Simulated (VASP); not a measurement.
Crystal: NiO.

```
Ni O
1.0
     0.00000    2.09131    2.09131
     2.09131    0.00000    2.09131
     4.18262    4.18262    0.00000
Ni O
2 2
Direct
  0.00000 0.00000 0.00000
  0.00000 0.00000 0.50000
  0.50000 0.50000 0.25000
  0.50000 0.50000 0.75000
```

Base run:

```yaml
Program: VASP 6.6.1
Functional: LDA
Potentials_or_basis: VASP PAW LDA potentials, release 64 (Ni, O)
Cutoff: 520 eV
k_mesh: 8 × 8 × 8
Occupations: gaussian, width 0.05 eV
Spin: collinear spin, ferromagnetic start
Starting_moments: "[2.0, 2.0, 0.0, 0.0] μB"
Hubbard_terms: Ni d U = 5.0 eV, J = 0.9 eV
```

Its results: band gap on the k mesh 1.20 eV; pressure -14.4 GPa; net moment 4.00 μB per cell; site moments Ni +1.73; O +0.24 μB.

Q: After a change of settings the same cell gave: band gap on the k mesh 2.60 eV; pressure -17.4 GPa; net moment 0.00 μB per cell; site moments Ni +1.62, -1.62; O +0.00 μB. Which change was it?
A. further incar settings from ALGO = Normal; EDIFF = 1e-07; NBANDS = 28 to ALGO = Normal; EDIFF = 1e-06; NBANDS = 28; moments at the start from [2.0, 2.0, 0.0, 0.0] to [1.83, 1.83, 0.29, 0.29]
B. further incar settings from ALGO = Normal; EDIFF = 1e-07; NBANDS = 28 to ALGO = Normal; EDIFF = 1e-06; NBANDS = 28
C. spin from collinear spin, ferromagnetic start to collinear spin, antiferromagnetic start; moments at the start from [2.0, 2.0, 0.0, 0.0] to [1.58, -1.58, 0.0, 0.0]

A: C.

Caveats: the cell stands under tension.
